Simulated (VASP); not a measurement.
# FeSi (series) (P2_13) in VASP: notebook, part 2 of 2

VASP 6.6.1.

## (4) Single point, PBE

File INCAR:

```
PREC = Accurate ; ENCUT = 520
EDIFF = 1E-6 ; ISMEAR = 0
SIGMA = 0.01 ; LREAL = F
LASPH = T ; NELM = 80
ALGO = Normal ; ISIF = 2
LWAVE = F ; LCHARG = T
GGA = PE ; LELF = T
LVHAR = T ; NBANDS = 34
```

File KPOINTS:

```
regular mesh
0
Gamma
  6 6 6
```

File POSCAR:

```
FeSi
1.0
    4.5507000000      0.0000000000      0.0000000000
    0.0000000000      4.5507000000      0.0000000000
    0.0000000000      0.0000000000      4.5507000000
Fe Si
4 4
Direct
    0.1365200000      0.1365200000      0.1365200000
    0.3634800000      0.8634800000      0.6365200000
    0.6365200000      0.3634800000      0.8634800000
    0.8634800000      0.6365200000      0.3634800000
    0.8424000000      0.8424000000      0.8424000000
    0.6576000000      0.1576000000      0.3424000000
    0.3424000000      0.6576000000      0.1576000000
    0.1576000000      0.3424000000      0.6576000000
```

Potentials or basis: VASP PAW PBE potentials, release 64 (Fe, Si).

On the command line:

```
$ cat potpaw_PBE.64/Fe/POTCAR potpaw_PBE.64/Si/POTCAR > POTCAR
$ mpirun -np 1 vasp_std > vasp.out
```

OUTCAR:

```text
PREC = Accurate
   ENCUT = 520
   EDIFF = 1E-6
   ISMEAR = 0
   LREAL = F
   LASPH = T
   NELM = 80
   ISIF = 2
   GGA = PE

 ion  position               nearest neighbor table
   1  0.137  0.137  0.137-   5 2.32   6 2.37   7 2.37   8 2.37   7 2.55   8 2.55   6 2.55   3 2.79
                             4 2.79   2 2.79   2 2.79   4 2.79   3 2.79
   2  0.363  0.863  0.637-   6 2.32   5 2.37   7 2.37   8 2.37   7 2.55   8 2.55   5 2.55   1 2.79
                             1 2.79   3 2.79   3 2.79   4 2.79   4 2.79
   3  0.637  0.363  0.863-   7 2.32   6 2.37   5 2.37   8 2.37   8 2.55   6 2.55   5 2.55   1 2.79
                             4 2.79   2 2.79   2 2.79   4 2.79   1 2.79
   4  0.863  0.637  0.363-   8 2.32   6 2.37   7 2.37   5 2.37   6 2.55   5 2.55   7 2.55   1 2.79
                             3 2.79   2 2.79   1 2.79   2 2.79   3 2.79
   5  0.842  0.842  0.842-   1 2.32   2 2.37   3 2.37   4 2.37   3 2.55   4 2.55   2 2.55   6 2.82
                             7 2.82   8 2.82   6 2.82   8 2.82   7 2.82
   6  0.658  0.158  0.342-   2 2.32   1 2.37   3 2.37   4 2.37   3 2.55   4 2.55   1 2.55   8 2.82
                             5 2.82   5 2.82   7 2.82   7 2.82   8 2.82
   7  0.342  0.658  0.158-   3 2.32   2 2.37   1 2.37   4 2.37   4 2.55   2 2.55   1 2.55   8 2.82
                             5 2.82   8 2.82   6 2.82   6 2.82   5 2.82
   8  0.158  0.342  0.658-   4 2.32   2 2.37   3 2.37   1 2.37   2 2.55   1 2.55   3 2.55   7 2.82
[... 1092 lines left out ...]
     34      14.6394      0.00000

------------------------ aborting loop because EDIFF is reached ----------------------------------------

  FORCE on cell =-STRESS in cart. coord.  units (eV):
  Direction    XX          YY          ZZ          XY          YZ          ZX
  --------------------------------------------------------------------------------------
  -------------------------------------------------------------------------------------
  Total       -8.0336914     -8.0336914     -8.0336914      0.0000000      0.0000000      0.0000000
  in kB     -136.5812581   -136.5812581   -136.5812581      0.0000000      0.0000000      0.0000000
  external PRESSURE =    -136.5812581 kB  Pullay stress =       0.0000000 kB

 VOLUME and BASIS-vectors are now :
 -----------------------------------------------------------------------------
  energy-cutoff  :      520.00
  volume of cell :       94.24
      direct lattice vectors                 reciprocal lattice vectors
     4.550700000  0.000000000  0.000000000     0.219746413  0.000000000  0.000000000
     0.000000000  4.550700000  0.000000000     0.000000000  0.219746413  0.000000000
     0.000000000  0.000000000  4.550700000     0.000000000  0.000000000  0.219746413

 POSITION                                       TOTAL-FORCE (eV/Angst)
 -----------------------------------------------------------------------------------
      0.62126      0.62126      0.62126        -0.136575     -0.136575     -0.136575
      1.65409      3.92944      2.89661         0.136575      0.136575     -0.136575
      2.89661      1.65409      3.92944        -0.136575      0.136575      0.136575
      3.92944      2.89661      1.65409         0.136575     -0.136575      0.136575
      3.83351      3.83351      3.83351        -0.163338     -0.163338     -0.163338
      2.99254      0.71719      1.55816         0.163338      0.163338     -0.163338
      1.55816      2.99254      0.71719        -0.163338      0.163338      0.163338
      0.71719      1.55816      2.99254         0.163338     -0.163338      0.163338
 -----------------------------------------------------------------------------------
    total drift:                               -0.000001     -0.000001      0.000000

  FREE ENERGIE OF THE ION-ELECTRON SYSTEM (eV)
  ---------------------------------------------------
  free  energy   TOTEN  =       -58.4917040024 eV

  energy  without entropy=      -58.4917040024  energy(sigma->0) =      -58.49170400
```

OSZICAR:

```text
N       E                     dE             d eps       ncg     rms          rms(c)
DAV:   1     0.338283683747E+03    0.33828E+03   -0.19423E+04  1632   0.154E+03
DAV:   2    -0.364086966036E+02   -0.37469E+03   -0.35500E+03  1632   0.359E+02
DAV:   3    -0.649056557751E+02   -0.28497E+02   -0.25523E+02  1912   0.114E+02
DAV:   4    -0.664095091295E+02   -0.15039E+01   -0.14714E+01  2392   0.248E+01
DAV:   5    -0.664462635010E+02   -0.36754E-01   -0.36723E-01  2296   0.380E+00    0.299E+01
DAV:   6    -0.743558935415E+02   -0.79096E+01   -0.16518E+02  2442   0.149E+02    0.365E+01
DAV:   7    -0.585382661849E+02    0.15818E+02   -0.62425E+01  2252   0.107E+02    0.842E+00
DAV:   8    -0.586099093573E+02   -0.71643E-01   -0.44024E+00  1890   0.116E+01    0.346E+00
DAV:   9    -0.585018620317E+02    0.10805E+00   -0.33160E-01  2622   0.618E+00    0.150E+00
DAV:  10    -0.584922977996E+02    0.95642E-02   -0.23493E-02  2328   0.115E+00    0.440E-01
DAV:  11    -0.584918687184E+02    0.42908E-03   -0.26212E-03  2442   0.494E-01    0.231E-01
DAV:  12    -0.584917105595E+02    0.15816E-03   -0.29925E-04  2272   0.153E-01    0.708E-02
DAV:  13    -0.584917069510E+02    0.36085E-05   -0.10452E-04  2510   0.564E-02    0.430E-02
DAV:  14    -0.584917041543E+02    0.27966E-05   -0.15089E-05  2006   0.276E-02    0.522E-03
DAV:  15    -0.584917040024E+02    0.15195E-06   -0.12845E-06   956   0.153E-02
   1 F= -.58491704E+02 E0= -.58491704E+02  d E =-.275472E-15
```

Wall time 50 s (1 thread of Intel Xeon Platinum 8488C (Sapphire Rapids), shared host); peak memory 0.23 GiB.

What came out:

| Property | Result |
| --- | --- |
| Free energy | -58.4917 eV |
| Pressure | -13.7 GPa |
| Largest force | 0.283 eV/Å |
| Band gap on the k mesh | 0.14 eV, indirect (least direct gap 0.15 eV) |

Forces on the atoms (eV/Å):
```
Fe  -0.137 -0.137 -0.137
Fe   0.137  0.137 -0.137
Fe  -0.137  0.137  0.137
Fe   0.137 -0.137  0.137
Si  -0.163 -0.163 -0.163
Si   0.163  0.163 -0.163
Si  -0.163  0.163  0.163
Si   0.163 -0.163  0.163
```

A k mesh can miss the band edges. Spin polarisation is off, so any magnetic state and its effect on volume and gap are missing.
